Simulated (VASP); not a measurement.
# CaSe (Fm-3m) in VASP: notebook

CaSe is run at these levels: PBE; tasks: single point.

Everything below comes from runs of VASP 6.6.1. Logs are shortened: lines on timing, memory, paths and dates and some standing lists are left out, and cuts for length are marked.

**1. The cell of the first run**

It takes space group Fm-3m (No. 225, cubic). Conventional cell: a = 5.940 Å, b = 5.940 Å, c = 5.940 Å, α = 90.00°, β = 90.00°, γ = 90.00°. Within 3.9 Å of Ca (site symmetry m-3m) lie 6 Se at 2.97 Å. Se (site symmetry m-3m) has 6 Ca at 2.97 Å within 3.9 Å.

**2. Single point, PBE**

INCAR

```
PREC = Accurate
ENCUT = 500
EDIFF = 1E-6
ISMEAR = 1
SIGMA = 0.11
LREAL = False
LASPH = True
NELM = 120
ALGO = Normal
ISIF = 2
LWAVE = False
LCHARG = False
GGA = PE
NBANDS = 15
GGA_COMPAT = False
```

KPOINTS

```
Automatic mesh
0
Gamma
  1 1 1
```

POSCAR

```
CaSe
1.0
    0.0000000000      2.9702381052      2.9702381052
    2.9702381052      0.0000000000      2.9702381052
    2.9702381052      2.9702381052      0.0000000000
Ca Se
1 1
Direct
    0.0000000000      0.0000000000      0.0000000000
    0.5000000000      0.5000000000      0.5000000000
```

Potentials or basis: VASP PAW PBE potentials, release 64 (Ca_sv, Se).

Run with:

```console
$ cat potpaw_PBE.64/Ca_sv/POTCAR potpaw_PBE.64/Se/POTCAR > POTCAR
$ mpirun -np 1 vasp_gam > vasp.out
```

OUTCAR:

```text
PREC = Accurate
   ENCUT = 500
   EDIFF = 1E-6
   ISMEAR = 1
   LREAL = False
   LASPH = True
   NELM = 120
   ISIF = 2
   GGA = PE

 ion  position               nearest neighbor table
   1  0.000  0.000  0.000-   2 2.97   2 2.97   2 2.97   2 2.97   2 2.97   2 2.97
   2  0.500  0.500  0.500-   1 2.97   1 2.97   1 2.97   1 2.97   1 2.97   1 2.97

  LATTYP: Found a face centered cubic cell.
 ALAT       =     5.9404762104

  Lattice vectors:

 A1 = (   0.0000000000,   2.9702381052,   2.9702381052)
 A2 = (   2.9702381052,   0.0000000000,   2.9702381052)
 A3 = (   2.9702381052,   2.9702381052,   0.0000000000)

Analysis of symmetry for initial positions (statically):
=====================================================================
 Subroutine PRICEL returns:
 Original cell was already a primitive cell.

 Routine SETGRP: Setting up the symmetry group for a
 face centered cubic supercell.

 Subroutine GETGRP returns: Found 48 space group operations
 (whereof 48 operations were pure point group operations)
 out of a pool of 48 trial point group operations.

The static configuration has the point symmetry O_h .

Analysis of symmetry for dynamics (positions and initial velocities):
=====================================================================
 Subroutine PRICEL returns:
 Original cell was already a primitive cell.

 Routine SETGRP: Setting up the symmetry group for a
 face centered cubic supercell.

 Subroutine GETGRP returns: Found 48 space group operations
 (whereof 48 operations were pure point group operations)
 out of a pool of 48 trial point group operations.

The dynamic configuration has the point symmetry O_h .

 Subroutine INISYM returns: Found 48 space group operations
 (whereof 48 operations are pure point group operations),
 and found     1 'primitive' translations

----------------------------------------------------------------------------------------

                                     Primitive cell

  volume of cell :      52.4087

  direct lattice vectors                    reciprocal lattice vectors
     0.000000000  2.970238105  2.970238105    -0.168336673  0.168336673  0.168336673
     2.970238105  0.000000000  2.970238105     0.168336673 -0.168336673  0.168336673
     2.970238105  2.970238105  0.000000000     0.168336673  0.168336673 -0.168336673

  length of vectors
     4.200551012  4.200551012  4.200551012     0.291567670  0.291567670  0.291567670

  position of ions in fractional coordinates (direct lattice)
     0.000000000  0.000000000  0.000000000
     0.500000000  0.500000000  0.500000000

  ion indices of the primitive-cell ions
   primitive index   ion index
                 1           1
                 2           2

----------------------------------------------------------------------------------------

 KPOINTS: Automatic mesh

Automatic generation of k-mesh.
 Grid dimensions read from file:
 generate k-points for:    1    1    1

 Generating k-lattice:

  Cartesian coordinates                     Fractional coordinates (reciprocal lattice)
    -0.168336673  0.168336673  0.168336673     1.000000000  0.000000000  0.000000000
     0.168336673 -0.168336673  0.168336673     0.000000000  1.000000000  0.000000000
     0.168336673  0.168336673 -0.168336673     0.000000000  0.000000000  1.000000000

  Length of vectors
     0.291567670  0.291567670  0.291567670

  Shift w.r.t. Gamma in fractional coordinates (k-lattice)
     0.000000000  0.000000000  0.000000000

 Subroutine IBZKPT returns following result:
 ===========================================

 Found      1 irreducible k-points:

 Following reciprocal coordinates:
            Coordinates               Weight
  0.000000  0.000000  0.000000      1.000000
   k-points           NKPTS =      1   k-points in BZ     NKDIM =      1   number of bands    NBANDS=     15
   number of dos      NEDOS =    301   number of ions     NIONS =      2
   total plane-waves  NPLWV =  32768
   dimension x,y,z NGX =    32 NGY =   32 NGZ =   32
   dimension x,y,z NGXF=    64 NGYF=   64 NGZF=   64
   ions per type =               1   1
   NGX,Y,Z   is equivalent  to a cutoff of  12.66, 12.66, 12.66 a.u.
   NGXF,Y,Z  is equivalent  to a cutoff of  25.33, 25.33, 25.33 a.u.
 SYSTEM =  unknown system
   PREC   = accura    normal or accurate (medium, high low for compatibility)
   ISTART =      0    job   : 0-new  1-cont  2-samecut
   ICHARG =      2    charge: 1-file 2-atom 10-const
   ISPIN  =      1    spin polarized calculation?
   LNONCOLLINEAR =      F non collinear calculations
   LSORBIT =      F    spin-orbit coupling
   LASPH  =      T    aspherical Exc in radial PAW
   ENCUT  =  500.0 eV  36.75 Ry    6.06 a.u.   7.66  7.66  7.66*2*pi/ulx,y,z
   NELM   =    120;   NELMIN=  2; NELMDL= -5     # of ELM steps
   EDIFF  = 0.1E-05   stopping-criterion for ELM
   LREAL  =      F    real-space projection
   EDIFFG = 0.1E-04   stopping-criterion for IOM
   NSW    =      0    number of steps for IOM
[... 5 lines left out ...]
   TEBEG  =    0.0;   TEEND  =   0.0 temperature during run
   PSTRESS=    0.0 pullay stress
   NELECT =      16.0000    total number of electrons
   NUPDOWN=      -1.0000    fix difference up-down
   EMIN   =  10.00;   EMAX   =-10.00  energy-range for DOS
   EFERMI =   0.00;   METHOD = LEGACY
   ISMEAR =     1;   SIGMA  =   0.11  broadening in eV -4-tet -1-fermi 0-gaus
   EFERMI_NEDOS =   21; number of points for ismear=-14 and -15
   IALGO  =     38    algorithm
   IMIX   =      4    mixing-type and parameters
     AMIX     =   0.40;   BMIX     =  1.00
     AMIX_MAG =   1.60;   BMIX_MAG =  1.00
  volume/ion in A,a.u.               =      26.20       176.84
  Fermi-wavevector in a.u.,A,eV,Ry     =   1.102335  2.083111 16.533014  1.215142
  Thomas-Fermi vector in A             =   2.238776
   LORBIT       =      0    0 simple, 1 ext, 2 COOP (PROOUT), +10 PAW based schemes
   GGA     = PE    functional components
   LHFCALC =     F    Hartree Fock is set to
   AEXX    =    0.0000 exact exchange contribution
   IVDW    =     0    specifies the selected vdW correction
   LEPSILON=     F    determine dielectric tensor
   LRPA    =     F    only Hartree local field effects (RPA)
 non-spin polarized calculation
 Methfessel and Paxton  Order N= 1 SIGMA  =   0.11
  energy-cutoff  :      500.00
  volume of cell :       52.41
 maximum number of plane-waves:       682
 NGX is ok and might be reduce to    30
   NGX = 15   NGY = 15   NGZ = 15

 number of electron      15.9999996 magnetization

 Free energy of the ion-electron system (eV)
  ---------------------------------------------------
  ext. energy  EPLUGINS =         0.00000000
  ---------------------------------------------------
  free energy    TOTEN  =         0.26515122 eV

  energy without entropy =        0.24601813  energy(sigma->0) =        0.25877352

 E-fermi :   4.2312     XC(G=0):  -8.5390

 val. band max:        4.1386013360   @ k =   0.0000   0.0000   0.0000
 cond. band min:       5.5709819630   @ k =   0.0000   0.0000   0.0000
 fundamental gap:      1.4323806270
 Fermi energy:         4.2312082998

 k-point     1 :       0.0000    0.0000    0.0000
  band No.  band energies     occupation
      1     -39.0673      2.00000
      2     -19.9676      2.00000
      3     -19.9676      2.00000
      4     -19.9676      2.00000
      5      -7.3258      2.00000
      6       4.1386      2.00000
      7       4.1386      2.00000
      8       4.1386      2.00000
      9       5.5710     -0.00000
     10       5.5710     -0.00000
     11       5.5710     -0.00000
     12       5.9562     -0.00000
     13       5.9562     -0.00000
     14       6.6935      0.00000
     15      12.7422      0.00000

------------------------ aborting loop because EDIFF is reached ----------------------------------------

  FORCE on cell =-STRESS in cart. coord.  units (eV):
  Direction    XX          YY          ZZ          XY          YZ          ZX
  --------------------------------------------------------------------------------------
  -------------------------------------------------------------------------------------
  Total       11.4752400     11.4752400     11.4752400     -0.0000000      0.0000000     -0.0000000
  in kB      350.8072550    350.8072550    350.8072550     -0.0000000      0.0000000     -0.0000000
  external PRESSURE =     350.8072550 kB  Pullay stress =       0.0000000 kB

 VOLUME and BASIS-vectors are now :
 -----------------------------------------------------------------------------
  energy-cutoff  :      500.00
  volume of cell :       52.41
      direct lattice vectors                 reciprocal lattice vectors
     0.000000000  2.970238105  2.970238105    -0.168336673  0.168336673  0.168336673
     2.970238105  0.000000000  2.970238105     0.168336673 -0.168336673  0.168336673
     2.970238105  2.970238105  0.000000000     0.168336673  0.168336673 -0.168336673

 POSITION                                       TOTAL-FORCE (eV/Angst)
 -----------------------------------------------------------------------------------
      0.00000      0.00000      0.00000        -0.000000      0.000000      0.000000
      2.97024      2.97024      2.97024         0.000000     -0.000000     -0.000000
 -----------------------------------------------------------------------------------
    total drift:                                0.000000     -0.000000     -0.000000

  FREE ENERGIE OF THE ION-ELECTRON SYSTEM (eV)
  ---------------------------------------------------
  free  energy   TOTEN  =         0.2651512205 eV

  energy  without entropy=        0.2460181328  energy(sigma->0) =        0.25877352
```

Run time: 5.2 s. Hardware: 1 thread of Intel Xeon Platinum 8259CL at 2.50GHz (Skylake/Cascade Lake), shared host; peak memory 0.16 GiB.

Results:

* Free energy: 0.2652 eV
* Pressure: 35.1 GPa

Caveat: the k points lie up to 1.83 Å⁻¹ apart, too coarse for converged energies, forces and pressures.

(Part 1 of 2 ends here.)
